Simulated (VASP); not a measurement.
# GaN in VASP: a series of runs

Runs on GaN. Level: r2SCAN. Tasks: single point.

Everything below comes from runs of VASP 6.6.1. Logs are shortened: lines on timing, memory, paths and dates and some standing lists are left out, and cuts for length are marked.

## Step 1: The cell of the first run

Symmetry: F-43m, No. 216, cubic system. The conventional cell has a = 4.732 Å, b = 4.732 Å, c = 4.732 Å, α = 90.00°, β = 90.00°, γ = 90.00°. Ga (site symmetry -43m) has 4 N at 2.05 Å within 2.7 Å. Within 2.7 Å of N (site symmetry -43m) lie 4 Ga at 2.05 Å.

## Step 2: Single point, r2SCAN (strain +0.050 along x and y, +0.050 along z)

The input, POSCAR:

```
GaN
1.0
    0.0000000000      2.3661756379      2.3661756379
    2.3661756379      0.0000000000      2.3661756379
    2.3661756379      2.3661756379      0.0000000000
Ga N
1 1
Direct
    0.0000000000      0.0000000000      0.0000000000
    0.7500000000      0.7500000000      0.7500000000
```

The input, INCAR.step1:

```
  PREC = Accurate
  ENCUT = 520
  ISMEAR = 0
  SIGMA = 0.05
  LREAL = F
  LASPH = T
  NELM = 100
  NBANDS = 16
  GGA = PE
  ALGO = Normal
  EDIFF = 1E-4
  LWAVE = T
  LCHARG = F
```

The input, INCAR.step2:

```
  PREC = Accurate
  ENCUT = 520
  EDIFF = 1E-6
  ISMEAR = 0
  SIGMA = 0.05
  LREAL = F
  LASPH = T
  NELM = 100
  ALGO = Normal
  ISIF = 2
  LWAVE = F
  LCHARG = F
  METAGGA = R2SCAN
  LMIXTAU = T
  NBANDS = 16
  ISTART = 1
```

The input, KPOINTS:

```
Automatic mesh
0
Gamma
  10 10 10
```

Potentials or basis: VASP PAW PBE potentials, release 64 (Ga_d, N).

Launch:

```
$ cat potpaw_PBE.64/Ga_d/POTCAR potpaw_PBE.64/N/POTCAR > POTCAR
$ cp INCAR.step1 INCAR
$ mpirun -np 1 vasp_std > vasp.out
$ cp INCAR.step2 INCAR
$ mpirun -np 1 vasp_std > vasp.out
```

OUTCAR:

```text
PREC = Accurate
   ENCUT = 520
   EDIFF = 1E-6
   ISMEAR = 0
   LREAL = F
   LASPH = T
   NELM = 100
   ISIF = 2
   METAGGA = R2SCAN
   ISTART = 1

 ion  position               nearest neighbor table
   1  0.000  0.000  0.000-   2 2.05   2 2.05   2 2.05   2 2.05
   2  0.750  0.750  0.750-   1 2.05   1 2.05   1 2.05   1 2.05

  LATTYP: Found a face centered cubic cell.
 ALAT       =     4.7323512758

  Lattice vectors:

 A1 = (   0.0000000000,   2.3661756379,   2.3661756379)
 A2 = (   2.3661756379,   0.0000000000,   2.3661756379)
 A3 = (   2.3661756379,   2.3661756379,   0.0000000000)

Analysis of symmetry for initial positions (statically):
=====================================================================
 Subroutine PRICEL returns:
 Original cell was already a primitive cell.

 Routine SETGRP: Setting up the symmetry group for a
 face centered cubic supercell.

 Subroutine GETGRP returns: Found 24 space group operations
 (whereof 24 operations were pure point group operations)
 out of a pool of 48 trial point group operations.

The static configuration has the point symmetry T_d .

Analysis of symmetry for dynamics (positions and initial velocities):
=====================================================================
 Subroutine PRICEL returns:
 Original cell was already a primitive cell.

 Routine SETGRP: Setting up the symmetry group for a
 face centered cubic supercell.

 Subroutine GETGRP returns: Found 24 space group operations
 (whereof 24 operations were pure point group operations)
 out of a pool of 48 trial point group operations.

The dynamic configuration has the point symmetry T_d .

 Subroutine INISYM returns: Found 24 space group operations
 (whereof 24 operations are pure point group operations),
 and found     1 'primitive' translations

----------------------------------------------------------------------------------------

                                     Primitive cell

  volume of cell :      26.4954

  direct lattice vectors                    reciprocal lattice vectors
     0.000000000  2.366175638  2.366175638    -0.211311448  0.211311448  0.211311448
     2.366175638  0.000000000  2.366175638     0.211311448 -0.211311448  0.211311448
     2.366175638  2.366175638  0.000000000     0.211311448  0.211311448 -0.211311448

  length of vectors
     3.346277678  3.346277678  3.346277678     0.366002164  0.366002164  0.366002164

  position of ions in fractional coordinates (direct lattice)
     0.000000000  0.000000000  0.000000000
     0.750000000  0.750000000  0.750000000

  ion indices of the primitive-cell ions
   primitive index   ion index
                 1           1
                 2           2

----------------------------------------------------------------------------------------

 KPOINTS: Automatic mesh

Automatic generation of k-mesh.
 Grid dimensions read from file:
 generate k-points for:   10   10   10

 Generating k-lattice:

  Cartesian coordinates                     Fractional coordinates (reciprocal lattice)
    -0.021131145  0.021131145  0.021131145     0.100000000  0.000000000  0.000000000
     0.021131145 -0.021131145  0.021131145     0.000000000  0.100000000  0.000000000
     0.021131145  0.021131145 -0.021131145     0.000000000  0.000000000  0.100000000

  Length of vectors
     0.036600216  0.036600216  0.036600216

  Shift w.r.t. Gamma in fractional coordinates (k-lattice)
     0.000000000  0.000000000  0.000000000

 Subroutine IBZKPT returns following result:
 ===========================================

 Found     47 irreducible k-points:

 Following reciprocal coordinates:
            Coordinates               Weight
  0.000000  0.000000  0.000000      1.000000
  0.100000  0.000000  0.000000      8.000000
  0.200000  0.000000  0.000000      8.000000
  0.300000  0.000000  0.000000      8.000000
  0.400000  0.000000  0.000000      8.000000
  0.500000  0.000000  0.000000      4.000000
[... 16 lines left out ...]
  0.300000  0.300000  0.000000      6.000000
  0.400000  0.300000  0.000000     24.000000
 [... further k-points ...]
   k-points           NKPTS =     47   k-points in BZ     NKDIM =     47   number of bands    NBANDS=     16
   number of dos      NEDOS =    301   number of ions     NIONS =      2
   total plane-waves  NPLWV =  21952
   dimension x,y,z NGX =    28 NGY =   28 NGZ =   28
   dimension x,y,z NGXF=    56 NGYF=   56 NGZF=   56
   ions per type =               1   1
   NGX,Y,Z   is equivalent  to a cutoff of  13.91, 13.91, 13.91 a.u.
   NGXF,Y,Z  is equivalent  to a cutoff of  27.82, 27.82, 27.82 a.u.
 SYSTEM =  unknown system
   PREC   = accura    normal or accurate (medium, high low for compatibility)
   ISTART =      1    job   : 0-new  1-cont  2-samecut
   ICHARG =      0    charge: 1-file 2-atom 10-const
   ISPIN  =      1    spin polarized calculation?
   LNONCOLLINEAR =      F non collinear calculations
   LSORBIT =      F    spin-orbit coupling
   LASPH  =      T    aspherical Exc in radial PAW
   ENCUT  =  520.0 eV  38.22 Ry    6.18 a.u.   6.22  6.22  6.22*2*pi/ulx,y,z
   NELM   =    100;   NELMIN=  2; NELMDL=  0     # of ELM steps
   EDIFF  = 0.1E-05   stopping-criterion for ELM
   LREAL  =      F    real-space projection
   EDIFFG = 0.1E-04   stopping-criterion for IOM
   NSW    =      0    number of steps for IOM
   IBRION =     -1    ionic relax: 0-MD 1-quasi-New 2-CG
   NFREE  =      0    steps in history (QN), initial steepest desc. (CG)
   ISIF   =      2    stress and relaxation
   ISYM   =      2    0-nonsym 1-usesym 2-fastsym
   POTIM  = 0.5000    time-step for ionic-motion
   TEBEG  =    0.0;   TEEND  =   0.0 temperature during run
   PSTRESS=    0.0 pullay stress
   NELECT =      18.0000    total number of electrons
   NUPDOWN=      -1.0000    fix difference up-down
   EMIN   =  10.00;   EMAX   =-10.00  energy-range for DOS
   EFERMI =   0.00;   METHOD = LEGACY
   ISMEAR =     0;   SIGMA  =   0.05  broadening in eV -4-tet -1-fermi 0-gaus
   EFERMI_NEDOS =   21; number of points for ismear=-14 and -15
   IALGO  =     38    algorithm
   IMIX   =      4    mixing-type and parameters
     AMIX     =   0.40;   BMIX     =  1.00
     AMIX_MAG =   1.60;   BMIX_MAG =  1.00
  volume/ion in A,a.u.               =      13.25        89.40
  Fermi-wavevector in a.u.,A,eV,Ry     =   1.439159  2.719616 28.180084  2.071178
  Thomas-Fermi vector in A             =   2.558045
   LORBIT       =      0    0 simple, 1 ext, 2 COOP (PROOUT), +10 PAW based schemes
   METAGGA = R2SCAN    functional components
   LHFCALC =     F    Hartree Fock is set to
   AEXX    =    0.0000 exact exchange contribution
   IVDW    =     0    specifies the selected vdW correction
   LEPSILON=     F    determine dielectric tensor
   LRPA    =     F    only Hartree local field effects (RPA)
 non-spin polarized calculation
 Gauss-broadening in eV      SIGMA  =   0.05
  energy-cutoff  :      520.00
  volume of cell :       26.50
 maximum number of plane-waves:       728
 NGX is ok and might be reduce to    28
   NGX = 13   NGY = 13   NGZ = 13

 number of electron      18.0000006 magnetization

 Free energy of the ion-electron system (eV)
  ---------------------------------------------------
  ext. energy  EPLUGINS =         0.00000000
  ---------------------------------------------------
  free energy    TOTEN  =       -21.63081401 eV

  energy without entropy =      -21.63081401  energy(sigma->0) =      -21.63081401

 E-fermi :   3.8810     XC(G=0): -11.7981

 val. band max:        3.5500106804   @ k =   0.0000   0.0000   0.0000
 cond. band min:       4.6986715460   @ k =   0.0000   0.0000   0.0000
 fundamental gap:      1.1486608657
 Fermi energy:         3.8810231388

 k-point     1 :       0.0000    0.0000    0.0000
  band No.  band energies     occupation
      1     -12.0345      2.00000
      2     -10.2606      2.00000
      3     -10.2606      2.00000
      4     -10.2606      2.00000
      5     -10.0395      2.00000
      6     -10.0395      2.00000
[... 8 lines left out ...]
     15      22.1181      0.00000
     16      22.1181      0.00000

 k-point     2 :       0.1000    0.0000    0.0000
  band No.  band energies     occupation
      1     -11.9588      2.00000
      2     -10.2515      2.00000
      3     -10.2515      2.00000
      4     -10.2095      2.00000
      5     -10.0401      2.00000
      6     -10.0401      2.00000
[... 8 lines left out ...]
     15      20.8267      0.00000
     16      20.8267      0.00000

 k-point     3 :       0.2000    0.0000    0.0000
  band No.  band energies     occupation
      1     -11.7823      2.00000
      2     -10.2301      2.00000
      3     -10.2301      2.00000
      4     -10.0389      2.00000
      5     -10.0389      2.00000
      6     -10.0191      2.00000
[... 8 lines left out ...]
     15      20.0881      0.00000
     16      20.0881      0.00000

 k-point     4 :       0.3000    0.0000    0.0000
  band No.  band energies     occupation
      1     -11.6188      2.00000
      2     -10.2103      2.00000
      3     -10.2103      2.00000
      4     -10.0305      2.00000
      5     -10.0304      2.00000
      6      -9.6322      2.00000
[... 8 lines left out ...]
     15      20.4626      0.00000
     16      20.4627      0.00000

 k-point     5 :       0.4000    0.0000    0.0000
  band No.  band energies     occupation
      1     -11.5330      2.00000
      2     -10.2006      2.00000
      3     -10.2006      2.00000
      4     -10.0168      2.00000
      5     -10.0168      2.00000
      6      -9.1443      2.00000
[... 8 lines left out ...]
     15      21.6579      0.00000
     16      21.6579      0.00000

 k-point     6 :       0.5000    0.0000    0.0000
  band No.  band energies     occupation
      1     -11.5098      2.00000
      2     -10.1984      2.00000
      3     -10.1984      2.00000
      4     -10.0100      2.00000
      5     -10.0100      2.00000
      6      -8.8975      2.00000
[... 8 lines left out ...]
     15      22.5063      0.00000
     16      22.5064      0.00000

 k-point     7 :       0.1000    0.1000    0.0000
  band No.  band energies     occupation
      1     -11.9344      2.00000
      2     -10.2431      2.00000
      3     -10.2431      2.00000
      4     -10.2037      2.00000
      5     -10.0450      2.00000
      6     -10.0345      2.00000
[... 8 lines left out ...]
     15      21.3659      0.00000
     16      22.7521      0.00000

 k-point     8 :       0.2000    0.1000    0.0000
  band No.  band energies     occupation
      1     -11.7938      2.00000
      2     -10.2273      2.00000
      3     -10.2210      2.00000
      4     -10.0897      2.00000
      5     -10.0295      2.00000
      6     -10.0205      2.00000
[... 8 lines left out ...]
     15      21.6127      0.00000
     16      21.8787      0.00000

 k-point     9 :       0.3000    0.1000    0.0000
  band No.  band energies     occupation
      1     -11.6330      2.00000
      2     -10.2101      2.00000
      3     -10.1988      2.00000
      4     -10.0601      2.00000
      5     -10.0214      2.00000
      6      -9.7140      2.00000
[... 8 lines left out ...]
     15      20.8730      0.00000
     16      21.7947      0.00000
[... 172 lines left out ...]
 k-point    19 :       0.5000    0.2000    0.0000
  band No.  band energies     occupation
      1     -11.4675      2.00000
      2     -10.1820      2.00000
      3     -10.1482      2.00000
      4     -10.0624      2.00000
      5     -10.0067      2.00000
      6      -8.7828      2.00000
[... 8 lines left out ...]
     15      23.0672      0.00000
     16      23.4236      0.00000

 k-point    20 :      -0.4000    0.2000    0.0000
  band No.  band energies     occupation
      1     -11.4643      2.00000
      2     -10.1861      2.00000
      3     -10.1524      2.00000
      4     -10.0435      2.00000
      5     -10.0219      2.00000
      6      -8.7019      2.00000
[... 8 lines left out ...]
     15      21.6554      0.00000
     16      23.0494      0.00000

 k-point    21 :      -0.3000    0.2000    0.0000
  band No.  band energies     occupation
      1     -11.4942      2.00000
      2     -10.1891      2.00000
      3     -10.1659      2.00000
      4     -10.0425      2.00000
      5     -10.0357      2.00000
      6      -9.0292      2.00000
[... 8 lines left out ...]
     15      20.1831      0.00000
     16      23.3157      0.00000

 k-point    22 :      -0.2000    0.2000    0.0000
  band No.  band energies     occupation
      1     -11.5693      2.00000
      2     -10.1961      2.00000
      3     -10.1913      2.00000
      4     -10.0521      2.00000
      5     -10.0363      2.00000
      6      -9.4881      2.00000
[... 8 lines left out ...]
     15      20.3404      0.00000
     16      23.2216      0.00000

 k-point    23 :       0.3000    0.3000    0.0000
  band No.  band energies     occupation
      1     -11.5236      2.00000
      2     -10.1344      2.00000
      3     -10.1344      2.00000
      4     -10.1280      2.00000
      5     -10.0055      2.00000
      6      -9.4404      2.00000
[... 8 lines left out ...]
     15      24.5941      0.00000
     16      24.9573      0.00000

 k-point    24 :       0.4000    0.3000    0.0000
  band No.  band energies     occupation
      1     -11.4691      2.00000
      2     -10.1468      2.00000
      3     -10.1114      2.00000
      4     -10.1071      2.00000
      5      -9.9991      2.00000
      6      -9.0618      2.00000
[... 8 lines left out ...]
     15      24.4770      0.00000
     16      25.2729      0.00000

 [... further k-points ...]
[... 5 lines left out ...]
  --------------------------------------------------------------------------------------
  -------------------------------------------------------------------------------------
  Total       -3.4365271     -3.4365271     -3.4365271      0.0000000      0.0000000      0.0000000
  in kB     -207.8066425   -207.8066425   -207.8066425      0.0000000      0.0000000      0.0000000
  external PRESSURE =    -207.8066425 kB  Pullay stress =       0.0000000 kB

 VOLUME and BASIS-vectors are now :
 -----------------------------------------------------------------------------
  energy-cutoff  :      520.00
  volume of cell :       26.50
      direct lattice vectors                 reciprocal lattice vectors
     0.000000000  2.366175638  2.366175638    -0.211311448  0.211311448  0.211311448
     2.366175638  0.000000000  2.366175638     0.211311448 -0.211311448  0.211311448
     2.366175638  2.366175638  0.000000000     0.211311448  0.211311448 -0.211311448

 POSITION                                       TOTAL-FORCE (eV/Angst)
 -----------------------------------------------------------------------------------
      0.00000      0.00000      0.00000        -0.000000     -0.000000     -0.000000
      3.54926      3.54926      3.54926         0.000000      0.000000      0.000000
 -----------------------------------------------------------------------------------
    total drift:                               -0.000027     -0.000027     -0.000027

  FREE ENERGIE OF THE ION-ELECTRON SYSTEM (eV)
  ---------------------------------------------------
  free  energy   TOTEN  =       -21.6308140114 eV

  energy  without entropy=      -21.6308140114  energy(sigma->0) =      -21.63081401
```

Wall time 3.9 min (1 thread of AMD EPYC 7R13, shared host); peak memory 0.14 GiB.

What came out:

```
Free energy            : -21.6308 eV
Pressure               : -20.8 GPa
Band gap on the k mesh : 1.15 eV, direct
```

Levels at points of the mesh, in eV from the valence-band top:
```tsv
k point	band 5	band 6	band 7	band 8	band 9	band 10	band 11	band 12	band 13	band 14
(0.00, 0.00, 0.00)	-13.59	-13.59	0.00	0.00	0.00	1.15	10.05	10.05	10.05	16.51
(0.50, 0.00, 0.00)	-13.56	-12.45	-6.27	-0.83	-0.83	4.14	8.64	10.20	10.20	15.23
(0.50, 0.50, 0.00)	-13.54	-12.05	-5.64	-2.31	-2.31	3.69	6.30	11.54	13.36	13.36
```

Caveat: the cell differs from its parent crystal (strain +0.050 along x and y, +0.050 along z); the PAW data sets were made with another functional, which shifts forces and pressure a little.

(Continued in part 2 of 2.)
